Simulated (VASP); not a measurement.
**WC: relaxation of shape and atoms at fixed volume with PBE**

The system is WC.

```
CELL_PARAMETERS angstrom
2.99088 0.00000 0.00000
-1.49544 2.59018 0.00000
0.00000 0.00000 2.90512
ATOMIC_POSITIONS crystal
W 0.00000 0.00000 0.00000
C 0.66667 0.33333 0.50000
```

This cell differs from its parent crystal: volume scaled by 1.070.

```json
{
  "Program": "VASP 6.6.1",
  "Task": "relaxation of shape and atoms at fixed volume",
  "Functional": "PBE",
  "Potentials or basis": "VASP PAW PBE potentials, release 64 (W_sv, C)",
  "Cutoff": "600 eV",
  "k mesh": "14 × 14 × 12",
  "Occupations": "gaussian, width 0.05 eV",
  "Spin": "non-collinear spin, zero start, spin-orbit coupling",
  "Starting moments": "[[0.0, 0.0, 0.0], [0.0, 0.0, 0.0]] μB",
  "Dipole correction": "no",
  "Further INCAR settings": "ALGO = Normal; EDIFF = 1e-07; IBRION = 2; EDIFFG = -0.01; NSW = 60; ISIF = 4"
}
```

```json
{"Energy gained by relaxing": "0.1 meV/atom", "Ionic steps": "3", "Pressure after relaxing": "-20.7 GPa", "Net moment": "0.00 μB per cell", "Valence electrons inside the program's atomic spheres": "W 11.98; C 2.35"}
```

The path:
| step | energy change (eV) | largest force (eV/Å) | pressure (GPa) | volume (Å³) |
| --- | --- | --- | --- | --- |
| 1 | 0.0000 | 0.0000 | -20.78 | 22.51 |
| 2 | 0.0000 | 0.0000 | -20.59 | 22.51 |
| 3 | -0.0002 | 0.0000 | -20.69 | 22.51 |

Final structure:
```yaml
crystal:
  lattice:
    - [2.99330, 0.00000, 0.00000]
    - [-1.49665, 2.59227, 0.00000]
    - [0.00000, 0.00000, 2.90043]
  atoms:
    - { symbol: W, position: [0.00000, 0.00000, 0.00000] }
    - { symbol: C, position: [0.66667, 0.33333, 0.50000] }
```

Moments on the atoms (μB; x, y, z):
```
W   0.00 0.00 0.00
C   0.00 0.00 0.00
```

Wall time 8.8 min on 1 thread of Intel(R) Xeon(R) Platinum 8259CL CPU @ 2.50GHz (Skylake/Cascade Lake), on a shared host, peak memory 0.42 GiB.

Caveat: the cell differs from its parent crystal (volume scaled by 1.070).
